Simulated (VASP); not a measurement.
NiO2: single point with PBEsol

The system is NiO2.

```
Ni O
1.0
     2.80281    0.00000    0.00000
    -1.40141    2.42731    0.00000
     0.00000    0.00000    4.90604
Ni O
1 2
Direct
  0.00000 0.00000 0.50000
  0.66667 0.33333 0.66252
  0.33333 0.66667 0.33748
```

This cell differs from its parent crystal: c/a of the conventional cell at fixed volume 1.7504.

| Property | Result |
| --- | --- |
| Program | VASP 6.6.1 |
| Task | single point |
| Functional | PBEsol |
| Potentials or basis | VASP PAW PBE potentials, release 64 (Ni, O) |
| Cutoff | 520 eV |
| k mesh | 12 × 12 × 6 |
| Occupations | gaussian, width 0.05 eV |
| Spin | no spin polarisation |
| Dipole correction | no |
| Further INCAR settings | ALGO = Normal; EDIFF = 1e-06; NBANDS = 18 |

| Quantity | Value |
| --- | --- |
| Pressure | 18.5 GPa |
| Largest force | 2.703 eV/Å |
| Band gap on the k mesh | 0.96 eV, indirect (least direct gap 1.42 eV) |

Forces in eV/Å, atoms in the order of the input:
```
Ni   0.000  0.000  0.000
O    0.000  0.000  2.703
O    0.000  0.000 -2.703
```

Stress tensor (GPa, compression positive):
```
17.62  0.00  0.00
 0.00 17.62  0.00
 0.00  0.00 20.36
```

Levels at points of the mesh, in eV from the valence-band top:
| k point | band 8 | band 9 | band 10 | band 11 | band 12 | band 13 | band 14 | band 15 |
| --- | --- | --- | --- | --- | --- | --- | --- | --- |
| (0.00, 0.00, 0.00) | -1.57 | -1.57 | -1.49 | -0.16 | 2.44 | 2.44 | 7.21 | 11.07 |
| (0.50, 0.00, 0.00) | -2.31 | -2.10 | -1.92 | -1.15 | 1.41 | 2.40 | 12.41 | 12.47 |
| (0.00, 0.00, 0.50) | -2.13 | -1.58 | -1.58 | 0.00 | 2.45 | 2.45 | 8.67 | 10.20 |
| (0.50, 0.00, 0.50) | -2.31 | -2.10 | -1.68 | -1.20 | 1.40 | 2.38 | 11.39 | 12.67 |

It took 2 min on 1 thread of AMD EPYC 7R13 (shared host), peak memory 0.16 GiB.

Caveat: the PAW data sets were made with another functional, which shifts forces and pressure a little. Spin polarisation is off, so any magnetic state and its effect on volume and gap are missing.
